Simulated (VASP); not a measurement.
Runs of VASP 6.6.1 on SnGeTe3. The structure is that of space group Pm-3m (No. 221), or close to it. The cells are those of the table. 

```tsv
task	cell	k mesh	gap on the mesh (eV)	pressure (GPa)	relaxed volume (Å³/atom)
relaxation of cell and atoms	relaxed from a = 5.462 Å, 5 atoms	8 × 8 × 8	none	0.0	32.18
relaxation of cell and atoms	relaxed from a = 5.276 Å, 5 atoms	4 × 4 × 4	none	0.0	(b)
single point	a = 5.462 Å, 5 atoms	4 × 4 × 4	none	-0.2	-
single point	a = 5.276 Å, 5 atoms	4 × 4 × 4	none	5.1	-
single point	a = 5.441 Å, 5 atoms	8 × 8 × 8	none	(a)	-
```

Alike in all rows: level PBE; potentials or basis VASP PAW PBE potentials, release 64 (Sn_d, Ge_d, Te); no spin polarisation; cutoff (eV) 500; smearing gaussian 0.1 eV.

Estimate the missing entries.

(a) -0.1; (b) 32.44.

Caveats: spin-orbit coupling is left out, which moves the levels of the heavy elements.

A k mesh can miss the band edges, and the runs leave out spin-orbit coupling on Ge, Sn, Te.

A gap of «none» marks levels without a gap at the run's occupations.
